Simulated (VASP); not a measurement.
# Y (P6_3/mmc) in VASP: a series of runs

Runs on Y. Level: LDA. Tasks: relaxation of cell and atoms.

Program: VASP 6.6.1. These are calculated values, not measurements. Logs are shortened: lines on timing, memory, paths and dates and some standing lists are left out, and cuts for length are marked.

## 1. The cell of the first run

Symmetry: P6_3/mmc, No. 194, hexagonal system. Conventional cell: a = 3.548 Å, b = 3.548 Å, c = 5.494 Å, α = 90.00°, β = 90.00°, γ = 120.00°. Within 4.5 Å of Y (site symmetry -6m2) lie 12 Y at 3.43 to 3.55 Å.

## 2. Relaxation of cell and atoms, LDA

Contents of INCAR:

```
SYSTEM = Y
PREC = Accurate
ENCUT = 600
EDIFF = 1E-7
ISMEAR = -1
SIGMA = 0.15
LREAL = .FALSE.
LASPH = .TRUE.
NELM = 80
ALGO = Normal
ISIF = 3
LWAVE = .FALSE.
LCHARG = .FALSE.
IBRION = 2
NSW = 80
EDIFFG = -0.001
```

Contents of KPOINTS:

```
Automatic mesh
0
G
  12 12 6
  0 0 0
```

Contents of POSCAR:

```
Y
1.0
    3.5482272144      0.0000000028      0.0000000000
   -1.7741136096      3.0728549047      0.0000000000
    0.0000000000      0.0000000000      5.4939794183
Y
2
Direct
    0.3333333333      0.6666666667      0.2500000000
    0.6666666667      0.3333333333      0.7500000000
```

Potentials or basis: VASP PAW LDA potentials, release 64 (Y_sv).

Run with:

```console
$ cat potpaw_LDA.64/Y_sv/POTCAR > POTCAR
$ mpirun -np 1 vasp_std > vasp.out
```

OUTCAR:

```text
SYSTEM = Y
   PREC = Accurate
   ENCUT = 600
   EDIFF = 1E-7
   ISMEAR = -1
   LREAL = .FALSE.
   LASPH = .TRUE.
   NELM = 80
   ISIF = 3
   IBRION = 2
   NSW = 80
   EDIFFG = -0.001

 ion  position               nearest neighbor table
   1  0.333  0.667  0.250-   2 3.43   2 3.43   2 3.43   2 3.43   2 3.43   2 3.43
   2  0.667  0.333  0.750-   1 3.43   1 3.43   1 3.43   1 3.43   1 3.43   1 3.43

  LATTYP: Found a hexagonal cell.
 ALAT       =     3.5482272144
 C/A-ratio  =     1.5483730568

  Lattice vectors:

 A1 = (   3.5482272144,   0.0000000028,   0.0000000000)
 A2 = (  -1.7741136096,   3.0728549047,   0.0000000000)
 A3 = (   0.0000000000,   0.0000000000,   5.4939794183)

Analysis of symmetry for initial positions (statically):
=====================================================================
 Subroutine PRICEL returns:
 Original cell was already a primitive cell.

 Routine SETGRP: Setting up the symmetry group for a
 hexagonal supercell.

 Subroutine GETGRP returns: Found 24 space group operations
 (whereof 12 operations were pure point group operations)
 out of a pool of 24 trial point group operations.

The static configuration has the point symmetry D_3d.
 The point group associated with its full space group is D_6h.

Analysis of symmetry for dynamics (positions and initial velocities):
=====================================================================
 Subroutine PRICEL returns:
 Original cell was already a primitive cell.

 Routine SETGRP: Setting up the symmetry group for a
 hexagonal supercell.

 Subroutine GETGRP returns: Found 24 space group operations
 (whereof 12 operations were pure point group operations)
 out of a pool of 24 trial point group operations.

The dynamic configuration has the point symmetry D_3d.
 The point group associated with its full space group is D_6h.

 Subroutine INISYM returns: Found 24 space group operations
 (whereof 12 operations are pure point group operations),
 and found     1 'primitive' translations

----------------------------------------------------------------------------------------

                                     Primitive cell

  volume of cell :      59.9019

  direct lattice vectors                    reciprocal lattice vectors
     3.548227214  0.000000003  0.000000000     0.281830880  0.162715135  0.000000000
    -1.774113610  3.072854905  0.000000000    -0.000000000  0.325430269  0.000000000
     0.000000000  0.000000000  5.493979418     0.000000000  0.000000000  0.182017427

  length of vectors
     3.548227214  3.548227214  5.493979418     0.325430269  0.325430269  0.182017427

  position of ions in fractional coordinates (direct lattice)
     0.333333333  0.666666667  0.250000000
     0.666666667  0.333333333  0.750000000

  ion indices of the primitive-cell ions
   primitive index   ion index
                 1           1
                 2           2

----------------------------------------------------------------------------------------

 KPOINTS: Automatic mesh

Automatic generation of k-mesh.
 Grid dimensions read from file:
 generate k-points for:   12   12    6

 Generating k-lattice:

  Cartesian coordinates                     Fractional coordinates (reciprocal lattice)
     0.023485907  0.013559595  0.000000000     0.083333333 -0.000000000  0.000000000
    -0.000000000  0.027119189  0.000000000     0.000000000  0.083333333  0.000000000
     0.000000000  0.000000000  0.030336238     0.000000000  0.000000000  0.166666667

  Length of vectors
     0.027119189  0.027119189  0.030336238

  Shift w.r.t. Gamma in fractional coordinates (k-lattice)
     0.000000000  0.000000000  0.000000000

 Subroutine IBZKPT returns following result:
 ===========================================

 Found     76 irreducible k-points:

 Following reciprocal coordinates:
            Coordinates               Weight
  0.000000  0.000000  0.000000      1.000000
  0.083333  0.000000  0.000000      6.000000
  0.166667  0.000000  0.000000      6.000000
  0.250000  0.000000  0.000000      6.000000
  0.333333  0.000000  0.000000      6.000000
  0.416667  0.000000  0.000000      6.000000
[... 16 lines left out ...]
  0.250000  0.000000  0.166667     12.000000
  0.333333  0.000000  0.166667     12.000000
 [... further k-points ...]
   k-points           NKPTS =     76   k-points in BZ     NKDIM =     76   number of bands    NBANDS=     15
   number of dos      NEDOS =    301   number of ions     NIONS =      2
   total plane-waves  NPLWV =  37632
   dimension x,y,z NGX =    28 NGY =   28 NGZ =   48
   dimension x,y,z NGXF=    56 NGYF=   56 NGZF=   96
   ions per type =               2
   NGX,Y,Z   is equivalent  to a cutoff of  13.12, 13.12, 14.52 a.u.
   NGXF,Y,Z  is equivalent  to a cutoff of  26.24, 26.24, 29.05 a.u.
 SYSTEM =  Y
   PREC   = accura    normal or accurate (medium, high low for compatibility)
   ISTART =      0    job   : 0-new  1-cont  2-samecut
   ICHARG =      2    charge: 1-file 2-atom 10-const
   ISPIN  =      1    spin polarized calculation?
   LNONCOLLINEAR =      F non collinear calculations
   LSORBIT =      F    spin-orbit coupling
   LASPH  =      T    aspherical Exc in radial PAW
   ENCUT  =  600.0 eV  44.10 Ry    6.64 a.u.   7.09  7.09 10.97*2*pi/ulx,y,z
   NELM   =     80;   NELMIN=  2; NELMDL= -5     # of ELM steps
   EDIFF  = 0.1E-06   stopping-criterion for ELM
   LREAL  =      F    real-space projection
   EDIFFG = -.1E-02   stopping-criterion for IOM
   NSW    =     80    number of steps for IOM
   IBRION =      2    ionic relax: 0-MD 1-quasi-New 2-CG
   NFREE  =      1    steps in history (QN), initial steepest desc. (CG)
   ISIF   =      3    stress and relaxation
   ISYM   =      2    0-nonsym 1-usesym 2-fastsym
   POTIM  = 0.5000    time-step for ionic-motion
   TEBEG  =    0.0;   TEEND  =   0.0 temperature during run
   PSTRESS=    0.0 pullay stress
   NELECT =      22.0000    total number of electrons
   NUPDOWN=      -1.0000    fix difference up-down
   EMIN   =  10.00;   EMAX   =-10.00  energy-range for DOS
   EFERMI =   0.00;   METHOD = LEGACY
   ISMEAR =    -1;   SIGMA  =   0.15  broadening in eV -4-tet -1-fermi 0-gaus
   EFERMI_NEDOS =   21; number of points for ismear=-14 and -15
   IALGO  =     38    algorithm
   IMIX   =      4    mixing-type and parameters
     AMIX     =   0.40;   BMIX     =  1.00
     AMIX_MAG =   1.60;   BMIX_MAG =  1.00
  volume/ion in A,a.u.               =      29.95       202.12
  Fermi-wavevector in a.u.,A,eV,Ry     =   1.172381  2.215479 18.700908  1.374478
  Thomas-Fermi vector in A             =   2.308811
   LORBIT       =      0    0 simple, 1 ext, 2 COOP (PROOUT), +10 PAW based schemes
   GGA     = CA    functional components
   LHFCALC =     F    Hartree Fock is set to
   AEXX    =    0.0000 exact exchange contribution
   IVDW    =     0    specifies the selected vdW correction
   LEPSILON=     F    determine dielectric tensor
   LRPA    =     F    only Hartree local field effects (RPA)
 conjugate gradient relaxation of ions
 non-spin polarized calculation
  energy-cutoff  :      600.00
  volume of cell :       59.90
 maximum number of plane-waves:      2043
   NGX = 15   NGY = 15   NGZ = 21

--------------------------------------- Ionic step        1  -------------------------------------------

 number of electron      22.0000000 magnetization

 Free energy of the ion-electron system (eV)
  ---------------------------------------------------
  ext. energy  EPLUGINS =         0.00000000
  ---------------------------------------------------
  free energy    TOTEN  =       -14.01954852 eV

  energy without entropy =      -13.78517875  energy(sigma->0) =      -13.90236363

------------------------ aborting loop because EDIFF is reached ----------------------------------------

  FORCE on cell =-STRESS in cart. coord.  units (eV):
  Direction    XX          YY          ZZ          XY          YZ          ZX
  --------------------------------------------------------------------------------------
  -------------------------------------------------------------------------------------
  Total       -0.0696882     -0.0696882      0.2199567     -0.0000000      0.0000000      0.0000000
  in kB       -1.8639292     -1.8639292      5.8831137     -0.0000000      0.0000000      0.0000000
  external PRESSURE =       0.7184184 kB  Pullay stress =       0.0000000 kB
[... 57 lines left out ...]
  energy  without entropy=      -13.7845963670  energy(sigma->0) =      -13.90257615

--------------------------------------- Ionic step        3  -------------------------------------------

 number of electron      22.0000000 magnetization

 E-fermi :   3.2754     XC(G=0):  -9.9926

 val. band max:        3.2687089414   @ k =   0.1667   0.1667   0.0000
 cond. band min:       3.2808814674   @ k =   0.3333   0.2500   0.3333
 fundamental gap:      0.0121725259
 Fermi energy:         3.2754373860

 k-point     1 :       0.0000    0.0000    0.0000
  band No.  band energies     occupation
      1     -38.9692      2.00000
      2     -38.8584      2.00000
      3     -19.5022      2.00000
      4     -18.8461      2.00000
      5     -18.8461      2.00000
      6     -18.7260      2.00000
      7     -18.7260      2.00000
      8     -18.6883      2.00000
      9      -1.5315      2.00000
     10       1.2616      2.00000
     11       4.5421      0.00043
     12       5.0452      0.00002
     13       5.0452      0.00002
     14       5.3825      0.00000
     15       5.7187      0.00000
[... 397 lines left out ...]
 k-point    24 :       0.3333    0.0000    0.1667
  band No.  band energies     occupation
      1     -38.9017      2.00000
      2     -38.8465      2.00000
      3     -19.3354      2.00000
      4     -19.1749      2.00000
      5     -19.1123      2.00000
      6     -18.9558      2.00000
      7     -18.8078      2.00000
      8     -18.7942      2.00000
      9       0.6559      2.00000
     10       2.2444      1.99793
     11       2.7243      1.95053
     12       3.5030      0.35982
     13       4.6556      0.00020
     14       5.1269      0.00001
     15       5.1510      0.00001

 [... further k-points ...]

------------------------ aborting loop because EDIFF is reached ----------------------------------------

  FORCE on cell =-STRESS in cart. coord.  units (eV):
  Direction    XX          YY          ZZ          XY          YZ          ZX
  --------------------------------------------------------------------------------------
  -------------------------------------------------------------------------------------
  Total       -0.0419840     -0.0419840     -0.0256774     -0.0000000      0.0000000      0.0000000
  in kB       -1.1191074     -1.1191074     -0.6844447     -0.0000000      0.0000000      0.0000000
  external PRESSURE =      -0.9742198 kB  Pullay stress =       0.0000000 kB
[... 165 lines left out ...]
  energy  without entropy=      -13.7839513824  energy(sigma->0) =      -13.90239697

--------------------------------------- Ionic step        8  -------------------------------------------

 number of electron      22.0000000 magnetization

 Free energy of the ion-electron system (eV)
  ---------------------------------------------------
  ext. energy  EPLUGINS =         0.00000000
  ---------------------------------------------------
  free energy    TOTEN  =       -14.02084272 eV

  energy without entropy =      -13.78394551  energy(sigma->0) =      -13.90239412

 E-fermi :   3.2877     XC(G=0): -10.0018

 val. band max:        3.2799061111   @ k =   0.1667   0.1667   0.0000
 cond. band min:       3.2939897715   @ k =   0.3333   0.2500   0.3333
 fundamental gap:      0.0140836603
 Fermi energy:         3.2877478606

 k-point     1 :       0.0000    0.0000    0.0000
  band No.  band energies     occupation
      1     -38.9521      2.00000
      2     -38.8405      2.00000
      3     -19.4879      2.00000
      4     -18.8268      2.00000
      5     -18.8268      2.00000
      6     -18.7064      2.00000
      7     -18.7064      2.00000
      8     -18.6692      2.00000
      9      -1.5228      2.00000
     10       1.2689      2.00000
     11       4.5571      0.00042
     12       5.0605      0.00001
     13       5.0605      0.00001
     14       5.3913      0.00000
     15       5.7343      0.00000
[... 397 lines left out ...]
 k-point    24 :       0.3333    0.0000    0.1667
  band No.  band energies     occupation
      1     -38.8839      2.00000
      2     -38.8283      2.00000
      3     -19.3201      2.00000
      4     -19.1592      2.00000
      5     -19.0961      2.00000
      6     -18.9375      2.00000
      7     -18.7893      2.00000
      8     -18.7753      2.00000
      9       0.6686      2.00000
     10       2.2531      1.99798
     11       2.7338      1.95141
     12       3.5174      0.35562
     13       4.6683      0.00020
     14       5.1453      0.00001
     15       5.1649      0.00001

 [... further k-points ...]

------------------------ aborting loop because EDIFF is reached ----------------------------------------

  FORCE on cell =-STRESS in cart. coord.  units (eV):
  Direction    XX          YY          ZZ          XY          YZ          ZX
  --------------------------------------------------------------------------------------
  -------------------------------------------------------------------------------------
  Total        0.0009009      0.0009009      0.0015220      0.0000000      0.0000000     -0.0000000
  in kB        0.0240680      0.0240680      0.0406624      0.0000000      0.0000000     -0.0000000
  external PRESSURE =       0.0295995 kB  Pullay stress =       0.0000000 kB
[... 17 lines left out ...]
  FREE ENERGIE OF THE ION-ELECTRON SYSTEM (eV)
  ---------------------------------------------------
  free  energy   TOTEN  =       -14.0208427217 eV

  energy  without entropy=      -13.7839455118  energy(sigma->0) =      -13.90239412

 reached required accuracy - stopping structural energy minimisation
```

Wall time 7.3 min (1 thread of Oxide Virtual Turin-like, shared host); peak memory 0.2 GiB.

What came out:

```
Free energy                           : -14.0208 eV
Relaxed volume                        : 29.98 Å³/atom
Relaxed cell                          : a = 3.534 Å, b = 3.534 Å, c = 5.545 Å, α = 90.00°, β = 90.00°, γ = 120.00°
Space group after relaxing (to 0.1 Å) : P6_3/mmc (No. 194)
Energy gained by relaxing             : 0.6 meV/atom
Ionic steps                           : 8
Pressure after relaxing               : 0.0 GPa
Band gap on the k mesh                : zero (bands 11 and 12 overlap by 1.67 eV)
```

Step by step:
```tsv
step	energy change (eV)	largest force (eV/Å)	pressure (GPa)	volume (Å³)
1	0.0000	0.0000	0.07	59.90
2	-0.0010	0.0000	-0.02	60.02
3	-0.0013	0.0000	-0.10	60.11
4	-0.0013	0.0000	0.02	59.93
5	-0.0013	0.0000	-0.01	59.97
6	-0.0013	0.0000	0.02	59.96
7	-0.0013	0.0000	0.01	59.97
8	-0.0013	0.0000	0.00	59.97
```

Final structure:
```yaml
crystal:
  lattice:
    - [3.53393, 0.00000, 0.00000]
    - [-1.76697, 3.06047, 0.00000]
    - [0.00000, 0.00000, 5.54467]
  atoms:
    - { symbol: Y, position: [0.33333, 0.66667, 0.25000] }
    - { symbol: Y, position: [0.66667, 0.33333, 0.75000] }
```

## 3. Relaxation of cell and atoms, LDA

This run uses another cell than the first one, of 33.78 Å³/atom.

Contents of INCAR:

```
ALGO = Normal
EDIFF = 1E-7
EDIFFG = -0.002
ENCUT = 600
GGA = CA
IBRION = 2
ISIF = 3
ISMEAR = 0
LASPH = T
LCHARG = F
LREAL = F
LWAVE = F
NELM = 60
NSW = 100
PREC = Accurate
SIGMA = 0.1
```

Contents of KPOINTS:

```
k-points
0
Gamma
  12 12 6
```

Contents of POSCAR:

```
Y
1.0
    3.6425693900      0.0000000000      0.0000000000
   -1.8212847000      3.1545576300      0.0000000000
    0.0000000000      0.0000000000      5.8791583500
Y
2
Direct
    0.3333333300      0.6666666700      0.2500000000
    0.6666666700      0.3333333300      0.7500000000
```

Potentials or basis: VASP PAW LDA potentials, release 64 (Y_sv).

Run with:

```console
$ cat potpaw_LDA.64/Y_sv/POTCAR > POTCAR
$ mpirun -np 1 vasp_std > vasp.out
```

It took 16 min on 1 thread of Oxide Virtual Turin-like, shared host; peak memory 0.22 GiB.

The run converged. Its results:

* Free energy: -13.9035 eV
* Relaxed volume: 29.86 Å³/atom
* Relaxed cell: a = 3.544 Å, b = 3.544 Å, c = 5.491 Å, α = 90.00°, β = 90.00°, γ = 120.00°
* Space group after relaxing (to 0.1 Å): P6_3/mmc (No. 194)
* Energy gained by relaxing: 67.9 meV/atom
* Ionic steps: 16
* Pressure after relaxing: 0.0 GPa
* Band gap on the k mesh: zero (bands 11 and 12 overlap by 1.80 eV)

The path:
```tsv
step	energy change (eV)	largest force (eV/Å)	pressure (GPa)	volume (Å³)
1	0.0000	0.0000	-4.64	67.56
2	-0.1299	0.0000	0.96	58.42
3	-0.1328	0.0000	0.13	59.48
4	-0.1328	0.0000	0.01	59.63
5	-0.1348	0.0000	-0.04	59.71
6	-0.1358	0.0000	-0.07	59.82
7	-0.1358	0.0000	-0.08	59.82
8	-0.1358	0.0000	0.04	59.66
9	-0.1358	0.0000	0.00	59.72
10	-0.1358	0.0000	0.00	59.71
11	-0.1358	0.0000	0.00	59.71
12	-0.1358	0.0000	0.00	59.71
13	-0.1358	0.0000	0.00	59.71
14	-0.1358	0.0000	0.01	59.71
15	-0.1358	0.0000	0.02	59.71
16	-0.1358	0.0000	0.00	59.71
```

Final structure:
```yaml
crystal:
  lattice:
    - [3.54365, 0.00000, 0.00000]
    - [-1.77182, 3.06889, 0.00000]
    - [0.00000, 0.00000, 5.49073]
  atoms:
    - { symbol: Y, position: [0.33333, 0.66667, 0.25000] }
    - { symbol: Y, position: [0.66667, 0.33333, 0.75000] }
```

Levels at points of the mesh, in eV from the Fermi level:
| k point | band 9 | band 10 | band 11 | band 12 | band 13 | band 14 |
| --- | --- | --- | --- | --- | --- | --- |
| (0.00, 0.00, 0.00) | -4.83 | -2.04 | 1.36 | 1.73 | 1.73 | 2.18 |
| (0.50, 0.00, 0.00) | -1.75 | -1.42 | -0.97 | 0.06 | 1.38 | 1.58 |
| (0.00, 0.00, 0.50) | -3.25 | -3.25 | 1.00 | 1.00 | 1.62 | 1.62 |
| (0.50, 0.00, 0.50) | -1.83 | -1.83 | 0.03 | 0.03 | 1.68 | 1.68 |
